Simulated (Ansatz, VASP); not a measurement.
## GaN: VASP beside Ansatz

```
CELL_PARAMETERS angstrom
3.13702 0.00000 0.00000
-1.56851 2.71674 0.00000
0.00000 0.00000 5.09618
ATOMIC_POSITIONS crystal
Ga 0.33333 0.66667 0.00000
Ga 0.66667 0.33333 0.50000
N 0.33333 0.66667 0.37500
N 0.66667 0.33333 0.87500
```

Alike in both runs: task single point; functional PBE; k mesh 12 × 12 × 4; no spin polarisation.

```csv
,VASP,Ansatz
version,VASP 6.6.1,Ansatz 0.2.0
potentials or method,"VASP PAW PBE potentials, release 64 (Ga_d, N), cutoff 520 eV","plane waves, PAW"
occupations,"gaussian, width 0.01 eV",fixed
valence electrons in the cell,36,36
```

```csv
,VASP,Ansatz,Ansatz less VASP
pressure (GPa),16.4,16.4,0.00
"traceless stress, the component that is largest in VASP (GPa)",1.71,1.69,-0.017
```
